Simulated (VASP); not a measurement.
# CeO2 (Fm-3m) in VASP: further runs

The runs below take CeO2 through single point, with PBEsol+D3(BJ), revPBE+D4.

Program: VASP 6.6.1. These are calculated values, not measurements. Logs are shortened: lines on timing, memory, paths and dates and some standing lists are left out, and cuts for length are marked.

### Step 1. The cell of the first run

The structure is cubic, space group Fm-3m (No. 225). The conventional cell has a = 5.369 Å, b = 5.369 Å, c = 5.369 Å, α = 90.00°, β = 90.00°, γ = 90.00°. Ce (site symmetry m-3m) has 8 O at 2.32 Å within 3.1 Å. Within 3.1 Å of O (site symmetry -43m) lie 4 Ce at 2.32 Å and 6 O at 2.68 Å.

### Step 2. Single point, PBEsol+D3(BJ) (12.89 Å³/atom)

File INCAR:

```
SYSTEM = CeO2
PREC = Accurate ; ENCUT = 520
EDIFF = 1E-6 ; ISMEAR = 0
SIGMA = 0.05 ; LREAL = .FALSE.
LASPH = .TRUE. ; NELM = 100
ALGO = Normal ; ISIF = 2
LWAVE = .FALSE. ; LCHARG = .FALSE.
GGA = PS ; IVDW = 12
NBANDS = 19
```

File KPOINTS:

```
Automatic mesh
0
G
  8 8 8
  0 0 0
```

File POSCAR:

```
CeO2
1.0
    0.0000000000      2.6842755474      2.6842755474
    2.6842755474      0.0000000000      2.6842755474
    2.6842755474      2.6842755474      0.0000000000
Ce O
1 2
Direct
    0.0000000000      0.0000000000      0.0000000000
    0.2500000000      0.2500000000      0.2500000000
    0.7500000000      0.7500000000      0.7500000000
```

Potentials or basis: VASP PAW PBE potentials, release 64 (Ce, O).

Command:

```
> cat potpaw_PBE.64/Ce/POTCAR potpaw_PBE.64/O/POTCAR > POTCAR
> mpirun -np 1 vasp_std > vasp.out
```

OUTCAR:

```text
SYSTEM = CeO2
   PREC = Accurate
   ENCUT = 520
   EDIFF = 1E-6
   ISMEAR = 0
   LREAL = .FALSE.
   LASPH = .TRUE.
   NELM = 100
   ISIF = 2
   GGA = PS
   IVDW = 12
 IVDW          = 12

 ion  position               nearest neighbor table
   1  0.000  0.000  0.000-   3 2.32   3 2.32   3 2.32   2 2.32   3 2.32   2 2.32   2 2.32   2 2.32

   2  0.250  0.250  0.250-   1 2.32   1 2.32   1 2.32   1 2.32
   3  0.750  0.750  0.750-   1 2.32   1 2.32   1 2.32   1 2.32

  LATTYP: Found a face centered cubic cell.
 ALAT       =     5.3685510948

  Lattice vectors:

 A1 = (   0.0000000000,   2.6842755474,   2.6842755474)
 A2 = (   2.6842755474,   0.0000000000,   2.6842755474)
 A3 = (   2.6842755474,   2.6842755474,   0.0000000000)

Analysis of symmetry for initial positions (statically):
=====================================================================
 Subroutine PRICEL returns:
 Original cell was already a primitive cell.

 Routine SETGRP: Setting up the symmetry group for a
 face centered cubic supercell.

 Subroutine GETGRP returns: Found 48 space group operations
 (whereof 48 operations were pure point group operations)
 out of a pool of 48 trial point group operations.

The static configuration has the point symmetry O_h .

Analysis of symmetry for dynamics (positions and initial velocities):
=====================================================================
 Subroutine PRICEL returns:
 Original cell was already a primitive cell.

 Routine SETGRP: Setting up the symmetry group for a
 face centered cubic supercell.

 Subroutine GETGRP returns: Found 48 space group operations
 (whereof 48 operations were pure point group operations)
 out of a pool of 48 trial point group operations.

The dynamic configuration has the point symmetry O_h .

 Subroutine INISYM returns: Found 48 space group operations
 (whereof 48 operations are pure point group operations),
 and found     1 'primitive' translations

----------------------------------------------------------------------------------------

                                     Primitive cell

  volume of cell :      38.6822

  direct lattice vectors                    reciprocal lattice vectors
     0.000000000  2.684275547  2.684275547    -0.186269998  0.186269998  0.186269998
     2.684275547  0.000000000  2.684275547     0.186269998 -0.186269998  0.186269998
     2.684275547  2.684275547  0.000000000     0.186269998  0.186269998 -0.186269998

  length of vectors
     3.796138884  3.796138884  3.796138884     0.322629100  0.322629100  0.322629100

  position of ions in fractional coordinates (direct lattice)
[... 75 lines left out ...]
   ISPIN  =      1    spin polarized calculation?
   LNONCOLLINEAR =      F non collinear calculations
   LSORBIT =      F    spin-orbit coupling
   LASPH  =      T    aspherical Exc in radial PAW
   ENCUT  =  520.0 eV  38.22 Ry    6.18 a.u.   7.06  7.06  7.06*2*pi/ulx,y,z
   NELM   =    100;   NELMIN=  2; NELMDL= -5     # of ELM steps
   EDIFF  = 0.1E-05   stopping-criterion for ELM
   LREAL  =      F    real-space projection
[... 7 lines left out ...]
   TEBEG  =    0.0;   TEEND  =   0.0 temperature during run
   PSTRESS=    0.0 pullay stress
   NELECT =      24.0000    total number of electrons
   NUPDOWN=      -1.0000    fix difference up-down
   EMIN   =  10.00;   EMAX   =-10.00  energy-range for DOS
   EFERMI =   0.00;   METHOD = LEGACY
   ISMEAR =     0;   SIGMA  =   0.05  broadening in eV -4-tet -1-fermi 0-gaus
   EFERMI_NEDOS =   21; number of points for ismear=-14 and -15
   IALGO  =     38    algorithm
   IMIX   =      4    mixing-type and parameters
     AMIX     =   0.40;   BMIX     =  1.00
     AMIX_MAG =   1.60;   BMIX_MAG =  1.00
  volume/ion in A,a.u.               =      12.89        87.01
  Fermi-wavevector in a.u.,A,eV,Ry     =   1.396287  2.638601 26.526170  1.949618
  Thomas-Fermi vector in A             =   2.519656
   LORBIT       =      0    0 simple, 1 ext, 2 COOP (PROOUT), +10 PAW based schemes
   GGA     = PS    functional components
   LHFCALC =     F    Hartree Fock is set to
   AEXX    =    0.0000 exact exchange contribution
   IVDW    =    12    specifies the selected vdW correction
   LEPSILON=     F    determine dielectric tensor
   LRPA    =     F    only Hartree local field effects (RPA)
 non-spin polarized calculation
 Gauss-broadening in eV      SIGMA  =   0.05
  energy-cutoff  :      520.00
  volume of cell :       38.68
 maximum number of plane-waves:      1056
   NGX = 15   NGY = 15   NGZ = 15

 number of electron      24.0000006 magnetization

 Free energy of the ion-electron system (eV)
  ---------------------------------------------------
  ext. energy  EPLUGINS =         0.00000000
  ---------------------------------------------------
  free energy    TOTEN  =       -27.53697821 eV

  energy without entropy =      -27.53697821  energy(sigma->0) =      -27.53697821

 E-fermi :   5.7703     XC(G=0): -11.7237

 val. band max:        5.4674117620   @ k =  -0.2500   0.2500   0.0000
 cond. band min:       7.4859264842   @ k =   0.5000   0.0000   0.0000
 fundamental gap:      2.0185147223
 Fermi energy:         5.7703228612

 k-point     1 :       0.0000    0.0000    0.0000
  band No.  band energies     occupation
      1     -26.9131      2.00000
      2     -10.8509      2.00000
      3      -9.8812      2.00000
      4      -9.0261      2.00000
      5      -9.0261      2.00000
      6      -9.0261      2.00000
[... 505 lines left out ...]
      6      -6.8808      2.00000
[... 11 lines left out ...]
     18       8.1424      0.00000
     19       8.5772      0.00000

 [... further k-points ...]

------------------------ aborting loop because EDIFF is reached ----------------------------------------

 Edisp (eV)   -0.77702

 E8    (eV) :    -0.5443

  FORCE on cell =-STRESS in cart. coord.  units (eV):
  Direction    XX          YY          ZZ          XY          YZ          ZX
  --------------------------------------------------------------------------------------
  -------------------------------------------------------------------------------------
  Total      -0.00551    -0.00551    -0.00551     0.00000     0.00000    -0.00000
  in kB      -0.22823    -0.22823    -0.22823     0.00000     0.00000    -0.00000
  external pressure =       -0.23 kB  Pullay stress =        0.00 kB

 VOLUME and BASIS-vectors are now :
 -----------------------------------------------------------------------------
  energy-cutoff  :      520.00
  volume of cell :       38.68
      direct lattice vectors                 reciprocal lattice vectors
     0.000000000  2.684275547  2.684275547    -0.186269998  0.186269998  0.186269998
     2.684275547  0.000000000  2.684275547     0.186269998 -0.186269998  0.186269998
     2.684275547  2.684275547  0.000000000     0.186269998  0.186269998 -0.186269998

 POSITION                                       TOTAL-FORCE (eV/Angst)
 -----------------------------------------------------------------------------------
      0.00000      0.00000      0.00000        -0.000000     -0.000000     -0.000000
      1.34214      1.34214      1.34214         0.000000     -0.000000     -0.000000
      4.02641      4.02641      4.02641         0.000000      0.000000      0.000000
 -----------------------------------------------------------------------------------
    total drift:                                0.000000      0.000000      0.000000

  FREE ENERGIE OF THE ION-ELECTRON SYSTEM (eV)
  ---------------------------------------------------
  free  energy   TOTEN  =       -28.3140010100 eV

  energy  without entropy=      -28.3140010100  energy(sigma->0) =      -28.31400101
```

Run time: 53 s. Hardware: 1 thread of AMD EPYC 7R13, shared host; peak memory 0.16 GiB.

What came out:

* Free energy: -28.3140 eV
* Pressure: 0.0 GPa
* Band gap on the k mesh: 2.02 eV (least direct gap 2.14 eV)
* Dispersion energy per atom: -0.259 eV

Caveat: the PAW data sets were made with another functional, which shifts forces and pressure a little; spin-orbit coupling is left out, which moves the levels of the heavy elements; semilocal functionals describe open f shells poorly, which spoils levels, moments and volumes. A k mesh can miss the band edges.

### Step 3. Single point, revPBE+D4 (12.82 Å³/atom)

This run uses another cell than the first one, of 12.82 Å³/atom.

File INCAR:

```
SYSTEM = CeO2
PREC = Accurate
ENCUT = 520
EDIFF = 1E-7
ISMEAR = 0
SIGMA = 0.05
LREAL = .False.
LASPH = .True.
NELM = 80
ALGO = Normal
ISIF = 2
LWAVE = .False.
LCHARG = .False.
GGA = RE
IVDW = 13
NBANDS = 19
```

File KPOINTS:

```
Automatic mesh
0
Gamma
  8 8 8
  0 0 0
```

File POSCAR:

```
CeO2
1.0
    0.0000000000      2.6787973859      2.6787973859
    2.6787973859      0.0000000000      2.6787973859
    2.6787973859      2.6787973859      0.0000000000
Ce O
1 2
Direct
    0.0000000000      0.0000000000      0.0000000000
    0.2500000000      0.2500000000      0.2500000000
    0.7500000000      0.7500000000      0.7500000000
```

Potentials or basis: VASP PAW PBE potentials, release 64 (Ce, O).

Command:

```
> cat potpaw_PBE.64/Ce/POTCAR potpaw_PBE.64/O/POTCAR > POTCAR
> mpirun -np 1 vasp_std > vasp.out
```

It took 59 s on 1 thread of AMD EPYC 7R13, shared host; peak memory 0.15 GiB.

It converged, with:

- Free energy: -26.3274 eV
- Pressure: 7.9 GPa
- Band gap on the k mesh: 2.05 eV (least direct gap 2.16 eV)
- Dispersion energy per atom: -0.447 eV

Levels at points of the mesh, in eV from the valence-band top:
| k point | band 9 | band 10 | band 11 | band 12 | band 13 | band 14 | band 15 | band 16 |
| --- | --- | --- | --- | --- | --- | --- | --- | --- |
| (0.00, 0.00, 0.00) | -4.05 | -0.67 | -0.67 | -0.67 | 2.40 | 2.40 | 2.40 | 2.67 |
| (0.50, 0.00, 0.00) | -1.28 | -1.24 | -0.82 | -0.82 | 2.05 | 2.24 | 2.24 | 2.41 |
| (0.50, 0.50, 0.00) | -1.18 | -0.87 | -0.87 | -0.69 | 2.08 | 2.19 | 2.19 | 2.38 |

Caveat: the cell stands under pressure; the PAW data sets were made with another functional, which shifts forces and pressure a little; spin-orbit coupling is left out, which moves the levels of the heavy elements; semilocal functionals describe open f shells poorly, which spoils levels, moments and volumes. Spin polarisation is off, so any magnetic state and its effect on volume and gap are missing.
